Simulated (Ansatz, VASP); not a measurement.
**Two plane-wave programs on Zr**

```
Zr
1.0
    -1.78744    1.78744    1.78744
     1.78744   -1.78744    1.78744
     1.78744    1.78744   -1.78744
Zr
1
Direct
  0.00000 0.00000 0.00000
```

Alike in both runs: functional PBE; k mesh 16 × 16 × 16; occupations fermi-dirac, width 0.05 eV; no spin polarisation.

Ansatz relaxed the structure, and its values are those at the end. VASP's run is a single point on that final structure, the one shown.

```csv
,VASP,Ansatz
version,VASP 6.6.1,Ansatz 0.2.0
potentials or method,"VASP PAW PBE potentials, release 64 (Zr_sv)","PAW with Ansatz's default frozen-core files, scalar-relativistic"
plane-wave cutoff (eV),520,420
valence electrons in the cell,12,12
```

```tsv
	VASP	Ansatz	Ansatz less VASP
pressure (GPa)	0.0	0.0	-0.03
```

The functional is the same, so the differences come from potentials, cutoffs and numerics.
